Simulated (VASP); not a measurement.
# B (P6_3/mmc) in VASP: a series of runs

The runs below take B through relaxation of cell and atoms, with PBE.

Everything below comes from runs of VASP 6.6.1. Logs are shortened: lines on timing, memory, paths and dates and some standing lists are left out, and cuts for length are marked.

## 1. The cell of the first run

Symmetry: P6_3/mmc, No. 194, hexagonal system. The conventional cell has a = 1.722 Å, b = 1.722 Å, c = 2.789 Å, α = 90.00°, β = 90.00°, γ = 120.00°. B (site symmetry -6m2) has 12 B at 1.71 to 1.72 Å within 2.3 Å.

This isn't the form of B at room conditions, which is rhombohedral.

## 2. Relaxation of cell and atoms, PBE, target pressure 330 GPa, at which the enthalpy is minimised

The input, INCAR:

```
PREC = Accurate
ENCUT = 600
EDIFF = 1E-6
ISMEAR = -1
SIGMA = 0.1
LREAL = False
LASPH = True
NELM = 80
ALGO = Normal
ISIF = 3
LWAVE = False
LCHARG = False
GGA = PE
IBRION = 2
NSW = 60
EDIFFG = -0.005
PSTRESS = 3300.0
```

The input, KPOINTS:

```
regular mesh
0
Gamma
  24 24 13
```

The input, POSCAR:

```
B
1.0
    1.7217390287      0.0000000000      0.0000000000
   -0.8608695143      1.4910697375      0.0000000000
    0.0000000000      0.0000000000      2.7892172265
B
2
Direct
    0.3333333333      0.6666666667      0.2500000000
    0.6666666667      0.3333333333      0.7500000000
```

Potentials or basis: VASP PAW PBE potentials, release 64 (B).

Started as:

```
$ cat potpaw_PBE.64/B/POTCAR > POTCAR
$ mpirun -np 1 vasp_std > vasp.out
```

OUTCAR:

```text
PREC = Accurate
   ENCUT = 600
   EDIFF = 1E-6
   ISMEAR = -1
   LREAL = False
   LASPH = True
   NELM = 80
   ISIF = 3
   GGA = PE
   IBRION = 2
   NSW = 60
   EDIFFG = -0.005
   PSTRESS = 3300.0

 ion  position               nearest neighbor table
   1  0.333  0.667  0.250-   2 1.71   2 1.71   2 1.71   2 1.71   2 1.71   2 1.71
   2  0.667  0.333  0.750-   1 1.71   1 1.71   1 1.71   1 1.71   1 1.71   1 1.71

  LATTYP: Found a hexagonal cell.
 ALAT       =     1.7217390287
 C/A-ratio  =     1.6200000000

  Lattice vectors:

 A1 = (   1.7217390287,   0.0000000000,   0.0000000000)
 A2 = (  -0.8608695143,   1.4910697375,   0.0000000000)
 A3 = (   0.0000000000,   0.0000000000,   2.7892172265)

Analysis of symmetry for initial positions (statically):
=====================================================================
 Subroutine PRICEL returns:
 Original cell was already a primitive cell.

 Routine SETGRP: Setting up the symmetry group for a
 hexagonal supercell.

 Subroutine GETGRP returns: Found 24 space group operations
 (whereof 12 operations were pure point group operations)
 out of a pool of 24 trial point group operations.

The static configuration has the point symmetry D_3d.
 The point group associated with its full space group is D_6h.

Analysis of symmetry for dynamics (positions and initial velocities):
=====================================================================
 Subroutine PRICEL returns:
 Original cell was already a primitive cell.

 Routine SETGRP: Setting up the symmetry group for a
 hexagonal supercell.

 Subroutine GETGRP returns: Found 24 space group operations
 (whereof 12 operations were pure point group operations)
 out of a pool of 24 trial point group operations.

The dynamic configuration has the point symmetry D_3d.
 The point group associated with its full space group is D_6h.

 Subroutine INISYM returns: Found 24 space group operations
 (whereof 12 operations are pure point group operations),
 and found     1 'primitive' translations

----------------------------------------------------------------------------------------

                                     Primitive cell

  volume of cell :       7.1606

  direct lattice vectors                    reciprocal lattice vectors
     1.721739029  0.000000000  0.000000000     0.580808115  0.335329722  0.000000000
    -0.860869514  1.491069737  0.000000000     0.000000000  0.670659443  0.000000000
     0.000000000  0.000000000  2.789217226     0.000000000  0.000000000  0.358523528

  length of vectors
     1.721739029  1.721739029  2.789217226     0.670659443  0.670659443  0.358523528

  position of ions in fractional coordinates (direct lattice)
     0.333333333  0.666666667  0.250000000
     0.666666667  0.333333333  0.750000000

  ion indices of the primitive-cell ions
   primitive index   ion index
                 1           1
                 2           2

----------------------------------------------------------------------------------------

 KPOINTS: regular mesh

Automatic generation of k-mesh.
 Grid dimensions read from file:
 generate k-points for:   24   24   13

 Generating k-lattice:

  Cartesian coordinates                     Fractional coordinates (reciprocal lattice)
     0.024200338  0.013972072  0.000000000     0.041666667  0.000000000  0.000000000
     0.000000000  0.027944143  0.000000000     0.000000000  0.041666667  0.000000000
     0.000000000  0.000000000  0.027578733     0.000000000  0.000000000  0.076923077

  Length of vectors
     0.027944143  0.027944143  0.027578733

  Shift w.r.t. Gamma in fractional coordinates (k-lattice)
     0.000000000  0.000000000  0.000000000

 Subroutine IBZKPT returns following result:
 ===========================================

 Found    427 irreducible k-points:

 Following reciprocal coordinates:
            Coordinates               Weight
  0.000000  0.000000  0.000000      1.000000
  0.041667 -0.000000  0.000000      6.000000
  0.083333  0.000000  0.000000      6.000000
  0.125000 -0.000000  0.000000      6.000000
  0.166667  0.000000  0.000000      6.000000
  0.208333 -0.000000  0.000000      6.000000
[... 16 lines left out ...]
  0.416667  0.041667  0.000000     12.000000
  0.458333  0.041667  0.000000     12.000000
 [... further k-points ...]
   k-points           NKPTS =    427   k-points in BZ     NKDIM =    427   number of bands    NBANDS=      7
   number of dos      NEDOS =    301   number of ions     NIONS =      2
   total plane-waves  NPLWV =   4704
   dimension x,y,z NGX =    14 NGY =   14 NGZ =   24
   dimension x,y,z NGXF=    28 NGYF=   28 NGZF=   48
   ions per type =               2
   NGX,Y,Z   is equivalent  to a cutoff of  13.52, 13.52, 14.30 a.u.
   NGXF,Y,Z  is equivalent  to a cutoff of  27.04, 27.04, 28.61 a.u.
 SYSTEM =  unknown system
   PREC   = accura    normal or accurate (medium, high low for compatibility)
   ISTART =      0    job   : 0-new  1-cont  2-samecut
   ICHARG =      2    charge: 1-file 2-atom 10-const
   ISPIN  =      1    spin polarized calculation?
   LNONCOLLINEAR =      F non collinear calculations
   LSORBIT =      F    spin-orbit coupling
   LASPH  =      T    aspherical Exc in radial PAW
   ENCUT  =  600.0 eV  44.10 Ry    6.64 a.u.   3.44  3.44  5.57*2*pi/ulx,y,z
   NELM   =     80;   NELMIN=  2; NELMDL= -5     # of ELM steps
   EDIFF  = 0.1E-05   stopping-criterion for ELM
   LREAL  =      F    real-space projection
   EDIFFG = -.5E-02   stopping-criterion for IOM
   NSW    =     60    number of steps for IOM
   IBRION =      2    ionic relax: 0-MD 1-quasi-New 2-CG
   NFREE  =      1    steps in history (QN), initial steepest desc. (CG)
   ISIF   =      3    stress and relaxation
   ISYM   =      2    0-nonsym 1-usesym 2-fastsym
   POTIM  = 0.5000    time-step for ionic-motion
   TEBEG  =    0.0;   TEEND  =   0.0 temperature during run
   PSTRESS= 3300.0 pullay stress
   NELECT =       6.0000    total number of electrons
   NUPDOWN=      -1.0000    fix difference up-down
   EMIN   =  10.00;   EMAX   =-10.00  energy-range for DOS
   EFERMI =   0.00;   METHOD = LEGACY
   ISMEAR =    -1;   SIGMA  =   0.10  broadening in eV -4-tet -1-fermi 0-gaus
   EFERMI_NEDOS =   21; number of points for ismear=-14 and -15
   IALGO  =     38    algorithm
   IMIX   =      4    mixing-type and parameters
     AMIX     =   0.40;   BMIX     =  1.00
     AMIX_MAG =   1.60;   BMIX_MAG =  1.00
  volume/ion in A,a.u.               =       3.58        24.16
  Fermi-wavevector in a.u.,A,eV,Ry     =   1.543391  2.916587 32.409848  2.382057
  Thomas-Fermi vector in A             =   2.649061
   LORBIT       =      0    0 simple, 1 ext, 2 COOP (PROOUT), +10 PAW based schemes
   GGA     = PE    functional components
   LHFCALC =     F    Hartree Fock is set to
   AEXX    =    0.0000 exact exchange contribution
   IVDW    =     0    specifies the selected vdW correction
   LEPSILON=     F    determine dielectric tensor
   LRPA    =     F    only Hartree local field effects (RPA)
 conjugate gradient relaxation of ions
 non-spin polarized calculation
  energy-cutoff  :      600.00
  volume of cell :        7.16
 maximum number of plane-waves:       251
 NGX is ok and might be reduce to    14
   NGX =  7   NGY =  7   NGZ = 11

--------------------------------------- Ionic step        1  -------------------------------------------

 number of electron       6.0000000 magnetization

 Free energy of the ion-electron system (eV)
  ---------------------------------------------------
  ext. energy  EPLUGINS =         0.00000000
  ---------------------------------------------------
  free energy    TOTEN  =        -6.99339940 eV

  energy without entropy =       -6.98455359  energy(sigma->0) =       -6.98897649

------------------------ aborting loop because EDIFF is reached ----------------------------------------

  FORCE on cell =-STRESS in cart. coord.  units (eV):
  Direction    XX          YY          ZZ          XY          YZ          ZX
  --------------------------------------------------------------------------------------
  -------------------------------------------------------------------------------------
  Total       13.8696917     13.8696917     16.4607610      0.0000000      0.0000000      0.0000000
  in kB     3103.3429350   3103.3429349   3683.0946002      0.0000001      0.0000000      0.0000000
  external PRESSURE =      -3.4065100 kB  Pullay stress =    3300.0000000 kB
[... 93 lines left out ...]
  FREE ENERGIE OF THE ION-ELECTRON SYSTEM (eV)
  ---------------------------------------------------
  free  energy   TOTEN  =        -6.9997664619 eV

  energy  without entropy=       -6.9884393917  energy(sigma->0) =       -6.99410293

  enthalpy is  TOTEN    =         7.7042091832 eV   P V=       14.7039756451

[... ionic steps 4 to 10 ...]

--------------------------------------- Ionic step       11  -------------------------------------------

 number of electron       6.0000000 magnetization

------------------------ aborting loop because EDIFF is reached ----------------------------------------

  FORCE on cell =-STRESS in cart. coord.  units (eV):
  Direction    XX          YY          ZZ          XY          YZ          ZX
  --------------------------------------------------------------------------------------
  -------------------------------------------------------------------------------------
  Total       14.8266934     14.8266934     14.7839593      0.0000000     -0.0000000      0.0000000
  in kB     3306.1430709   3306.1430704   3296.6139692      0.0000003     -0.0000000      0.0000000
  external PRESSURE =       2.9667035 kB  Pullay stress =    3300.0000000 kB
[... 61 lines left out ...]
  enthalpy is  TOTEN    =         7.6966238577 eV   P V=       14.8009402878

--------------------------------------- Ionic step       13  -------------------------------------------

 number of electron       6.0000000 magnetization

 Free energy of the ion-electron system (eV)
  ---------------------------------------------------
  ext. energy  EPLUGINS =         0.00000000
  ---------------------------------------------------
  free energy    TOTEN  =        -7.10388919 eV

  energy without entropy =       -7.09370506  energy(sigma->0) =       -7.09879713

 E-fermi :  17.5280     XC(G=0): -15.2404

 val. band max:       17.5014562151   @ k =   0.4583   0.0000   0.2308
 cond. band min:      17.5306129106   @ k =   0.3750   0.1667   0.2308
 fundamental gap:      0.0291566954
 Fermi energy:        17.5280357422

 k-point     1 :       0.0000    0.0000    0.0000
  band No.  band energies     occupation
      1      -8.1503      2.00000
      2       1.2487      2.00000
      3       9.0364      2.00000
      4      37.7791      0.00000
      5      40.6095      0.00000
      6      40.6095      0.00000
      7      43.9821      0.00000
[... 221 lines left out ...]
 k-point    24 :       0.4583    0.0417    0.0000
  band No.  band energies     occupation
      1       2.6421      2.00000
      2       6.3699      2.00000
      3      16.0647      2.00000
      4      19.5792      0.00000
      5      21.5377      0.00000
      6      25.3999      0.00000
      7      29.8849      0.00000

 [... further k-points ...]

------------------------ aborting loop because EDIFF is reached ----------------------------------------

  FORCE on cell =-STRESS in cart. coord.  units (eV):
  Direction    XX          YY          ZZ          XY          YZ          ZX
  --------------------------------------------------------------------------------------
  -------------------------------------------------------------------------------------
  Total       14.8044771     14.8044771     14.8081089      0.0000000     -0.0000000      0.0000000
  in kB     3300.8841906   3300.8841899   3301.6939705      0.0000004     -0.0000000      0.0000000
  external PRESSURE =       1.1541170 kB  Pullay stress =    3300.0000000 kB
[... 17 lines left out ...]
  FREE ENERGIE OF THE ION-ELECTRON SYSTEM (eV)
  ---------------------------------------------------
  free  energy   TOTEN  =        -7.1038891869 eV

  energy  without entropy=       -7.0937050646  energy(sigma->0) =       -7.09879713

  enthalpy is  TOTEN    =         7.6966222720 eV   P V=       14.8005114590

 reached required accuracy - stopping structural energy minimisation
```

It took 2.5 min on 1 thread of AMD EPYC 7R13, shared host; peak memory 0.1 GiB.

What came out:

| Quantity | Value |
| --- | --- |
| Free energy | -7.1039 eV |
| Relaxed volume | 3.59 Å³/atom |
| Relaxed cell | a = 1.664 Å, b = 1.664 Å, c = 2.997 Å, α = 90.00°, β = 90.00°, γ = 120.00° |
| Space group after relaxing (to 0.1 Å) | P6_3/mmc (No. 194) |
| Energy change on relaxing (the run minimises the enthalpy) | -55.2 meV/atom |
| Ionic steps | 13 |
| Pressure after relaxing | 330.1 GPa |
| Band gap on the k mesh | zero (bands 3 and 4 overlap by 10.80 eV) |

The path:
| step | energy change (eV) | largest force (eV/Å) | pressure (GPa) | volume (Å³) |
| --- | --- | --- | --- | --- |
| 1 | 0.0000 | 0.0000 | 329.66 | 7.16 |
| 2 | -0.0134 | 0.0000 | 334.26 | 7.14 |
| 3 | -0.0064 | 0.0000 | 335.83 | 7.14 |
| 4 | 0.0113 | 0.0000 | 339.05 | 7.13 |
| 5 | 0.0784 | 0.0000 | 348.04 | 7.10 |
| 6 | 0.0214 | 0.0000 | 340.60 | 7.12 |
| 7 | 0.0287 | 0.0000 | 341.64 | 7.12 |
| 8 | 0.0249 | 0.0000 | 341.11 | 7.12 |
| 9 | -0.5522 | 0.0000 | 294.55 | 7.41 |
| 10 | -0.1118 | 0.0000 | 330.08 | 7.19 |
| 11 | -0.1091 | 0.0000 | 330.30 | 7.19 |
| 12 | -0.1109 | 0.0000 | 330.05 | 7.19 |
| 13 | -0.1105 | 0.0000 | 330.12 | 7.19 |

Final structure:
```xyz
2
Lattice="1.6640 0.0000 0.0000 -0.8320 1.4411 0.0000 0.0000 0.0000 2.9967" Properties=species:S:1:pos:R:3 pbc="T T T"
B     0.0000    0.9607    0.7492
B     0.8320    0.4804    2.2475
```

Levels at points of the mesh, in eV from the Fermi level:
| k point | band 1 | band 2 | band 3 | band 4 | band 5 | band 6 |
| --- | --- | --- | --- | --- | --- | --- |
| (0.00, 0.00, 0.00) | -25.68 | -16.28 | -8.49 | 20.25 | 23.08 | 23.08 |
| (0.50, 0.00, 0.00) | -14.73 | -11.48 | -1.19 | 2.09 | 3.53 | 8.78 |

Caveat: the cell is relaxed towards a set pressure, so the run minimises the enthalpy, not the energy.

## 3. Relaxation of cell and atoms, PBE, target pressure 330 GPa, at which the enthalpy is minimised

This run uses another cell than the first one, of 3.59 Å³/atom.

The input, INCAR:

```
SYSTEM = B
ALGO     = Normal         ! electronic algorithm
EDIFF    = 1E-7           ! SCF threshold, eV
EDIFFG   = -0.005         ! ionic threshold
ENCUT    = 600            ! plane-wave cutoff, eV
GGA      = PE             ! functional
IBRION   = 2              ! ionic algorithm
ISIF     = 3              ! what is computed and relaxed
ISMEAR   = -1             ! smearing method
LASPH    = .TRUE.         ! aspherical terms in the spheres
LCHARG   = .FALSE.        ! write CHGCAR
LREAL    = .FALSE.        ! projectors in reciprocal space
LWAVE    = .FALSE.        ! write WAVECAR
NELM     = 60             ! most SCF steps
NSW      = 32             ! ionic steps
PREC     = Accurate       ! precision mode
PSTRESS  = 3300.0       
SIGMA    = 0.1            ! smearing width, eV
```

The input, KPOINTS:

```
k-points
0
G
  24 24 13
  0 0 0
```

The input, POSCAR:

```
B
1.0
    1.6633688188      0.0000000000      0.0000000000
   -0.8316844094      1.4405196530      0.0000000000
    0.0000000000      0.0000000000      2.9985347269
B
2
Direct
    0.3333333333      0.6666666667      0.2500000000
    0.6666666667      0.3333333333      0.7500000000
```

Potentials or basis: VASP PAW PBE potentials, release 64 (B).

Started as:

```
$ cat potpaw_PBE.64/B/POTCAR > POTCAR
$ mpirun -np 1 vasp_std > vasp.out
```

Wall time 63 s (1 thread of AMD EPYC 7R13, shared host); peak memory 0.1 GiB.

The run converged. Its results:

| Property | Result |
| --- | --- |
| Free energy | -7.1050 eV |
| Relaxed volume | 3.59 Å³/atom |
| Relaxed cell | a = 1.664 Å, b = 1.664 Å, c = 2.997 Å, α = 90.00°, β = 90.00°, γ = 120.00° |
| Space group after relaxing (to 0.1 Å) | P6_3/mmc (No. 194) |
| Energy change on relaxing (the run minimises the enthalpy) | -1.3 meV/atom |
| Ionic steps | 5 |
| Pressure after relaxing | 330.0 GPa |
| Band gap on the k mesh | zero (bands 3 and 4 overlap by 10.80 eV) |

The path:
| step | energy change (eV) | largest force (eV/Å) | pressure (GPa) | volume (Å³) |
| --- | --- | --- | --- | --- |
| 1 | 0.0000 | 0.0000 | 330.32 | 7.18 |
| 2 | -0.0155 | 0.0000 | 328.97 | 7.19 |
| 3 | -0.0065 | 0.0000 | 329.76 | 7.19 |
| 4 | -0.0003 | 0.0000 | 330.21 | 7.18 |
| 5 | -0.0027 | 0.0000 | 330.04 | 7.19 |

Final structure:
```
B
1.0
     1.66394    0.00000    0.00000
    -0.83197    1.44101    0.00000
     0.00000    0.00000    2.99701
B
2
Direct
  0.33333 0.66667 0.25000
  0.66667 0.33333 0.75000
```

Levels at points of the mesh, in eV from the Fermi level:
```
           k point  band 1  band 2  band 3  band 4  band 5  band 6  band 7
(0.00, 0.00, 0.00)  -25.68  -16.28   -8.49   20.24   23.09   23.09   26.46
(0.50, 0.00, 0.00)  -14.72  -11.47   -1.19    2.08    3.53    8.78   11.72
```

Caveat: the cell is relaxed towards a set pressure, so the run minimises the enthalpy, not the energy.
